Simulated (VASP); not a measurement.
Input of a VASP 6.6.1 run:

POSCAR

```
Hf
1.0
   -1.7728758670      1.7728758670      1.7728758670
    1.7728758670     -1.7728758670      1.7728758670
    1.7728758670      1.7728758670     -1.7728758670
Hf
1
Direct
    0.0000000000      0.0000000000      0.0000000000
```

Contents of INCAR.step1:

```
PREC = Accurate
ENCUT = 520
EDIFF = 1E-5
ISMEAR = -1
SIGMA = 0.05
LREAL = False
LASPH = True
NELM = 60
ALGO = Normal
ISIF = 2
LWAVE = True
LCHARG = False
NBANDS = 11
GGA = PE
```

The input INCAR.step2:

```
PREC = Accurate
ENCUT = 520
EDIFF = 1E-7
ISMEAR = -1
SIGMA = 0.05
LREAL = False
LASPH = True
NELM = 60
ALGO = Normal
ISIF = 2
LWAVE = False
LCHARG = False
GGA = PE
LHFCALC = True
HFSCREEN = 0.2079
PRECFOCK = Normal
NBANDS = 11
ISTART = 1
```

Contents of KPOINTS:

```
Automatic mesh
0
Gamma
  5 5 5
```

Potentials or basis: VASP PAW PBE potentials, release 64 (Hf_pv).

Command:

```console
$ cat potpaw_PBE.64/Hf_pv/POTCAR > POTCAR
$ cp INCAR.step1 INCAR
$ mpirun -np 1 vasp_std > vasp.out
$ cp INCAR.step2 INCAR
$ mpirun -np 1 vasp_std > vasp.out
```

Problem. What does it give for the band gap on the k mesh?

Solution. Zero (band 5 reaches 6.65 eV, above the bottom of band 6 at 3.60 eV).

Problem. Estimate the pressure.

Solution. -2.0 GPa.

Caveat: the k points lie up to 0.50 Å⁻¹ apart; the PAW data sets were made with another functional, which shifts forces and pressure a little; spin-orbit coupling is left out, which moves the levels of the heavy elements.
